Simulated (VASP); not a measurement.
# TePb (Pm-3m) in VASP: notebook, part 3 of 3

VASP 6.6.1.

### 6 Electric field gradients, PBE (32.70 Å³/atom)

This run uses another cell than the first one, of 32.70 Å³/atom.

The input, INCAR:

```
PREC     = Accurate       # precision mode
ENCUT    = 520            # plane-wave cutoff, eV
EDIFF    = 1E-8           # SCF threshold, eV
ISMEAR   = -1             # smearing method
SIGMA    = 0.08           # smearing width, eV
LREAL    = False          # projectors in reciprocal space
LASPH    = True           # aspherical terms in the spheres
NELM     = 100            # most SCF steps
ALGO     = Normal         # electronic algorithm
ISIF     = 2              # what is computed and relaxed
LWAVE    = False          # write WAVECAR
LCHARG   = False          # write CHGCAR
GGA      = PE             # functional
LEFG     = True         
NBANDS   = 17             # bands
```

The input, KPOINTS:

```
Automatic mesh
0
Gamma
  10 10 10
```

The input, POSCAR:

```
TePb
1.0
    4.0287929844      0.0000000000      0.0000000000
    0.0000000000      4.0287929844      0.0000000000
    0.0000000000      0.0000000000      4.0287929844
Te Pb
1 1
Direct
    0.5000000000      0.5000000000      0.5000000000
    0.0000000000      0.0000000000      0.0000000000
```

Potentials or basis: VASP PAW PBE potentials, release 64 (Te, Pb_d).

Run with:

```
cat potpaw_PBE.64/Te/POTCAR potpaw_PBE.64/Pb_d/POTCAR > POTCAR
mpirun -np 1 vasp_std > vasp.out
```

OUTCAR:

```text
PREC = Accurate
   ENCUT = 520
   EDIFF = 1E-8
   ISMEAR = -1
   LREAL = False
   LASPH = True
   NELM = 100
   ISIF = 2
   GGA = PE

 ion  position               nearest neighbor table
   1  0.500  0.500  0.500-   2 3.49   2 3.49   2 3.49   2 3.49   2 3.49   2 3.49   2 3.49   2 3.49

   2  0.000  0.000  0.000-   1 3.49   1 3.49   1 3.49   1 3.49   1 3.49   1 3.49   1 3.49   1 3.49

  LATTYP: Found a simple cubic cell.
 ALAT       =     4.0287929844

  Lattice vectors:

 A1 = (   4.0287929844,   0.0000000000,   0.0000000000)
 A2 = (   0.0000000000,   4.0287929844,   0.0000000000)
 A3 = (   0.0000000000,   0.0000000000,   4.0287929844)

Analysis of symmetry for initial positions (statically):
=====================================================================
 Subroutine PRICEL returns:
 Original cell was already a primitive cell.

 Routine SETGRP: Setting up the symmetry group for a
 simple cubic supercell.

 Subroutine GETGRP returns: Found 48 space group operations
 (whereof 48 operations were pure point group operations)
 out of a pool of 48 trial point group operations.

The static configuration has the point symmetry O_h .

Analysis of symmetry for dynamics (positions and initial velocities):
=====================================================================
 Subroutine PRICEL returns:
 Original cell was already a primitive cell.

 Routine SETGRP: Setting up the symmetry group for a
 simple cubic supercell.

 Subroutine GETGRP returns: Found 48 space group operations
 (whereof 48 operations were pure point group operations)
 out of a pool of 48 trial point group operations.

The dynamic configuration has the point symmetry O_h .

 Subroutine INISYM returns: Found 48 space group operations
 (whereof 48 operations are pure point group operations),
 and found     1 'primitive' translations

----------------------------------------------------------------------------------------

                                     Primitive cell

  volume of cell :      65.3920

  direct lattice vectors                    reciprocal lattice vectors
     4.028792984  0.000000000  0.000000000     0.248213300  0.000000000  0.000000000
     0.000000000  4.028792984  0.000000000     0.000000000  0.248213300  0.000000000
     0.000000000  0.000000000  4.028792984     0.000000000  0.000000000  0.248213300

  length of vectors
     4.028792984  4.028792984  4.028792984     0.248213300  0.248213300  0.248213300

  position of ions in fractional coordinates (direct lattice)
     0.500000000  0.500000000  0.500000000
     0.000000000  0.000000000  0.000000000

  ion indices of the primitive-cell ions
   primitive index   ion index
                 1           1
                 2           2

----------------------------------------------------------------------------------------

 KPOINTS: Automatic mesh

Automatic generation of k-mesh.
[... 66 lines left out ...]
   EDIFF  = 0.1E-07   stopping-criterion for ELM
   LREAL  =      F    real-space projection
   EDIFFG = 0.1E-06   stopping-criterion for IOM
   NSW    =      0    number of steps for IOM
   IBRION =     -1    ionic relax: 0-MD 1-quasi-New 2-CG
   NFREE  =      0    steps in history (QN), initial steepest desc. (CG)
   ISIF   =      2    stress and relaxation
   ISYM   =      2    0-nonsym 1-usesym 2-fastsym
   POTIM  = 0.5000    time-step for ionic-motion
   TEBEG  =    0.0;   TEEND  =   0.0 temperature during run
   PSTRESS=    0.0 pullay stress
   NELECT =      20.0000    total number of electrons
   NUPDOWN=      -1.0000    fix difference up-down
   EMIN   =  10.00;   EMAX   =-10.00  energy-range for DOS
   EFERMI =   0.00;   METHOD = LEGACY
   ISMEAR =    -1;   SIGMA  =   0.08  broadening in eV -4-tet -1-fermi 0-gaus
   EFERMI_NEDOS =   21; number of points for ismear=-14 and -15
   IALGO  =     38    algorithm
   IMIX   =      4    mixing-type and parameters
     AMIX     =   0.40;   BMIX     =  1.00
     AMIX_MAG =   1.60;   BMIX_MAG =  1.00
  volume/ion in A,a.u.               =      32.70       220.64
  Fermi-wavevector in a.u.,A,eV,Ry     =   1.103003  2.084373 16.553049  1.216615
  Thomas-Fermi vector in A             =   2.239454
   LORBIT       =      0    0 simple, 1 ext, 2 COOP (PROOUT), +10 PAW based schemes
   GGA     = PE    functional components
   LHFCALC =     F    Hartree Fock is set to
   AEXX    =    0.0000 exact exchange contribution
   IVDW    =     0    specifies the selected vdW correction
   LEPSILON=     F    determine dielectric tensor
   LRPA    =     F    only Hartree local field effects (RPA)
 non-spin polarized calculation
  energy-cutoff  :      520.00
  volume of cell :       65.39
 maximum number of plane-waves:      1791
 NGX is ok and might be reduce to    30
   NGX = 15   NGY = 15   NGZ = 15

 number of electron      20.0000013 magnetization

 Free energy of the ion-electron system (eV)
  ---------------------------------------------------
  ext. energy  EPLUGINS =         0.00000000
  ---------------------------------------------------
  free energy    TOTEN  =        -7.07506035 eV

  energy without entropy =       -7.04913807  energy(sigma->0) =       -7.06209921

 E-fermi :   6.0923     XC(G=0):  -9.5957

 val. band max:        6.0555747076   @ k =   0.2000   0.2000   0.1000
 cond. band min:       6.1123092914   @ k =   0.5000   0.2000   0.0000
 fundamental gap:      0.0567345838
 Fermi energy:         6.0923313974

 k-point     1 :       0.0000    0.0000    0.0000
  band No.  band energies     occupation
      1     -10.9876      2.00000
      2     -10.9876      2.00000
      3     -10.9102      2.00000
      4     -10.9102      2.00000
      5     -10.9102      2.00000
      6      -5.8823      2.00000
[... 457 lines left out ...]
      4     -10.9276      2.00000
      5     -10.9132      2.00000
      6      -5.0866      2.00000
[... 9 lines left out ...]
     16      14.8607      0.00000
     17      14.9351      0.00000

 [... further k-points ...]
[... 5 lines left out ...]
  --------------------------------------------------------------------------------------
  -------------------------------------------------------------------------------------
  Total       -0.4171793     -0.4171793     -0.4171793     -0.0000000     -0.0000000      0.0000000
  in kB      -10.2213558    -10.2213558    -10.2213558     -0.0000000     -0.0000000      0.0000000
  external PRESSURE =     -10.2213558 kB  Pullay stress =       0.0000000 kB

 VOLUME and BASIS-vectors are now :
 -----------------------------------------------------------------------------
  energy-cutoff  :      520.00
  volume of cell :       65.39
      direct lattice vectors                 reciprocal lattice vectors
     4.028792984  0.000000000  0.000000000     0.248213300  0.000000000  0.000000000
     0.000000000  4.028792984  0.000000000     0.000000000  0.248213300  0.000000000
     0.000000000  0.000000000  4.028792984     0.000000000  0.000000000  0.248213300

 POSITION                                       TOTAL-FORCE (eV/Angst)
 -----------------------------------------------------------------------------------
      2.01440      2.01440      2.01440         0.000000      0.000000      0.000000
      0.00000      0.00000      0.00000         0.000000      0.000000      0.000000
 -----------------------------------------------------------------------------------
    total drift:                                0.000000     -0.000000     -0.000000

  FREE ENERGIE OF THE ION-ELECTRON SYSTEM (eV)
  ---------------------------------------------------
  free  energy   TOTEN  =        -7.0750603532 eV

  energy  without entropy=       -7.0491380702  energy(sigma->0) =       -7.06209921

 Electric field gradients (V/A^2)
---------------------------------------------------------------------
 ion       V_xx      V_yy      V_zz      V_xy      V_xz      V_yz
---------------------------------------------------------------------
   1      -0.000    -0.000    -0.000     0.000    -0.000    -0.000
   2       0.000     0.000     0.000    -0.000     0.000    -0.000
---------------------------------------------------------------------

 Electric field gradients after diagonalization (V/A^2)
 (convention: |V_zz| > |V_xx| > |V_yy|)
----------------------------------------------------------------------
 ion       V_xx      V_yy      V_zz     asymmetry (V_yy - V_xx)/ V_zz
----------------------------------------------------------------------
   1      -0.000    -0.000    -0.000      -0.111
   2       0.000     0.000     0.000      -0.076
----------------------------------------------------------------------

           NMR quadrupolar parameters

 Cq : quadrupolar parameter    Cq=e*Q*V_zz/h
 eta: asymmetry parameters     (V_yy - V_xx)/ V_zz
 Q  : nuclear electric quadrupole moment in mb (millibarn)
----------------------------------------------------------------------
 ion       Cq(MHz)       eta       Q (mb)
----------------------------------------------------------------------
   1      -0.000      -0.111       1.000
   2       0.000      -0.076       1.000
----------------------------------------------------------------------
```

Wall time 63 s (1 thread of Intel Xeon 8259CL, shared host); peak memory 0.21 GiB.

Results:

```yaml
Free_energy: -7.0751 eV
Pressure: -1.0 GPa
Band_gap_on_the_k_mesh: zero (bands 10 and 11 overlap by 1.18 eV)
Largest_electric_field_gradient_by_atom: zero within the noise of the run
```

Caveat: spin-orbit coupling is left out, which moves the levels of the heavy elements.

### 7 The runs side by side

```csv
cell,gap on the mesh (eV),pressure (GPa)
"a = 3.921 Å, 2 atoms",none,2.5
"a = 3.975 Å, 2 atoms",none,0.6
"a = 4.002 Å, 2 atoms",none,-0.3
"a = 4.029 Å, 2 atoms",none,-1.0
```

Alike in all rows: task electric field gradients; level PBE; potentials or basis VASP PAW PBE potentials, release 64 (Te, Pb_d); no spin polarisation; k mesh 10 × 10 × 10; cutoff (eV) 520; smearing fermi-dirac 0.08 eV.

Caveats: spin-orbit coupling is left out, which moves the levels of the heavy elements.

Total energies depend on the potentials used, so only differences within one code and one set of settings carry meaning.
